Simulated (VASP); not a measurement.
**Tm: single point with PBE**

The system is Tm.

```
Tm
1.0
     3.38718    0.00000    0.00000
     0.00000    3.38718    0.00000
     0.00000    0.00000    3.38718
Tm
1
Cartesian
  0.0000 0.0000 0.0000
```

```yaml
Program: VASP 6.6.1
Task: single point
Functional: PBE
Potentials_or_basis: VASP PAW PBE potentials, release 64 (Tm)
Cutoff: 520 eV
k_mesh: 10 × 10 × 10
Occupations: fermi-dirac, width 0.136057 eV
Spin: no spin polarisation
Dipole_correction: no
Further_INCAR_settings: ALGO = Normal; EDIFF = 1e-06; NBANDS = 18
```

```yaml
Pressure: -0.2 GPa
```

Levels at points of the mesh, in eV from the Fermi level:
| k point | band 10 | band 11 | band 12 | band 13 | band 14 | band 15 |
| --- | --- | --- | --- | --- | --- | --- |
| (0.00, 0.00, 0.00) | -0.33 | -0.33 | -0.28 | 0.60 | 0.60 | 6.53 |
| (0.50, 0.00, 0.00) | -0.30 | -0.25 | -0.25 | 0.05 | 1.36 | 3.86 |
| (0.50, 0.50, 0.00) | -0.34 | -0.26 | -0.25 | 0.65 | 3.35 | 3.35 |
| (0.50, 0.50, 0.50) | -0.28 | -0.28 | 0.41 | 0.41 | 0.41 | 5.83 |

Wall time 68 s on 1 thread of AMD EPYC 7R43 64-Core Processor (Zen 3) (shared host), peak memory 0.16 GiB.

Caveat: spin-orbit coupling is left out, which moves the levels of the heavy elements. Spin polarisation is off, so any magnetic state and its effect on volume and gap are missing.
